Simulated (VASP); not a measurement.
**Sn4O9 (a cell with a defect): single point with PBE**

Sn4O9 (a cell with a defect):

```
Sn O
1.0
     0.00000    4.82719   -3.23815
     0.00000   -4.82719   -3.23815
    -4.82719    0.00000    3.23815
Sn O
4 9
Direct
  0.26334 0.75001 0.51262
  0.74333 0.25000 0.49264
  0.00074 0.00613 0.98709
  0.48165 0.49387 0.99390
  0.56767 0.74998 0.81695
  0.05006 0.25000 0.79937
  0.89407 0.77987 0.29924
  0.44056 0.24999 0.18985
  0.49926 0.19622 0.69699
  0.02133 0.68876 0.70337
  0.51531 0.81125 0.33186
  0.00146 0.30379 0.30235
  0.02007 0.72013 0.11354
```

```yaml
Program: VASP 6.6.1
Task: single point
Functional: PBE
Potentials_or_basis: VASP PAW PBE potentials, release 64 (Sn_d, O_h)
Cutoff: 1000 eV
k_mesh: 3 × 3 × 3
Occupations: gaussian, width 0.02 eV
Spin: no spin polarisation
Dipole_correction: no
Further_INCAR_settings: ALGO = Normal; EDIFF = 1e-06; NBANDS = 67
```

* Pressure: 10.0 GPa
* Largest force: 0.040 eV/Å
* Band gap on the k mesh: 0.69 eV

Forces on the atoms (eV/Å):
```
Sn   0.007 -0.008  0.002
Sn   0.006 -0.006 -0.001
Sn   0.000 -0.007 -0.006
Sn   0.008  0.000  0.007
O    0.002 -0.002  0.000
O    0.013 -0.013  0.000
O   -0.035 -0.019 -0.004
O   -0.013  0.013  0.000
O   -0.007 -0.010 -0.002
O   -0.016 -0.007  0.004
O    0.007  0.016 -0.004
O    0.011  0.009  0.001
O    0.019  0.034  0.004
```

Stress tensor (GPa, compression positive):
```
 8.54 -3.65 -3.08
-3.65  8.54 -3.08
-3.08 -3.08 12.92
```

Levels at points of the mesh, in eV from the valence-band top:
| k point | band 51 | band 52 | band 53 | band 54 | band 55 | band 56 | band 57 | band 58 | band 59 | band 60 |
| --- | --- | --- | --- | --- | --- | --- | --- | --- | --- | --- |
| (0.00, 0.00, 0.00) | -1.16 | -1.06 | -0.86 | -0.55 | -0.53 | 0.69 | 4.09 | 4.21 | 4.77 | 5.10 |

It took 6.1 min on 1 thread of Intel(R) Xeon(R) Platinum 8488C (Sapphire Rapids), with other jobs on the host, peak memory 0.62 GiB.

Caveat: the k points lie up to 0.45 Å⁻¹ apart; spin-orbit coupling is left out, which moves the levels of the heavy elements.
